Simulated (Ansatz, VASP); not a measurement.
## One calculation of SrVO3, two programs

INCAR

```
PREC = Accurate
ENCUT = 520
EDIFF = 1E-7
ISMEAR = 0
SIGMA = 0.1
LREAL = F
LASPH = T
NELM = 150
ALGO = Normal
ISIF = 2
LWAVE = F
LCHARG = F
ISPIN = 2
MAGMOM = 0 0.29 0 0 0
LORBIT = 11
LMAXMIX = 4
GGA = PE
NBANDS = 32
```

The input KPOINTS:

```
Automatic mesh
0
Gamma
  10 10 10
```

The input POSCAR:

```
SrVO3
1.0
    3.8409000000      0.0000000000      0.0000000000
    0.0000000000      3.8409000000      0.0000000000
    0.0000000000      0.0000000000      3.8409000000
Sr V O
1 1 3
Direct
    0.5000000000      0.5000000000      0.5000000000
    0.0000000000      0.0000000000      0.0000000000
    0.5000000000      0.0000000000      0.0000000000
    0.0000000000      0.5000000000      0.0000000000
    0.0000000000      0.0000000000      0.5000000000
```

Input for Ansatz:

```yaml
crystal:
  lattice:
    - [3.8409, 0.0, 0.0]
    - [0.0, 3.8409, 0.0]
    - [0.0, 0.0, 3.8409]
  atoms:
    - { symbol: Sr, position: [0.5, 0.5, 0.5] }
    - { symbol: V, position: [0.0, 0.0, 0.0], spin: 0.29 }
    - { symbol: O, position: [0.5, 0.0, 0.0] }
    - { symbol: O, position: [0.0, 0.5, 0.0] }
    - { symbol: O, position: [0.0, 0.0, 0.5] }
basis:
  ecutwfc: 420
kpoints:
  mp_grid: { grid: [10, 10, 10] }
hamiltonian:
  xc: pbe
scf:
  occupations: { method: gaussian, width: 0.1 }
output:
  forces: true
  stress: true
  eigenvalues: true
  populations: true
magnetization:
  spin_polarized: true
```

Alike in both runs: task single point; functional PBE; k mesh 10 × 10 × 10; occupations gaussian, width 0.1 eV; collinear spin.

|  | VASP | Ansatz |
| --- | --- | --- |
| version | VASP 6.6.1 | Ansatz 0.2.0 |
| potentials or method | VASP PAW PBE potentials, release 64 (Sr_sv, V_sv, O), cutoff 520 eV | scalar-relativistic, plane waves, PAW |
| valence electrons in the cell | 41 | 41 |

|  | VASP | Ansatz | Ansatz less VASP |
| --- | --- | --- | --- |
| gap on the k mesh at the Fermi level (eV) | none | none | - |
| pressure (GPa) | 3.5 | 2.6 | -0.90 |
| net moment per atom (μB) | 0.06 | 0.06 | 0.000 |
| size of the moment on the site where the two differ most (μB) | 0.31 | 0.25 | -0.060 |

Site moments also hang on the region over which each program counts them. A gap of «none» marks a metal or a gap that the smearing closes.
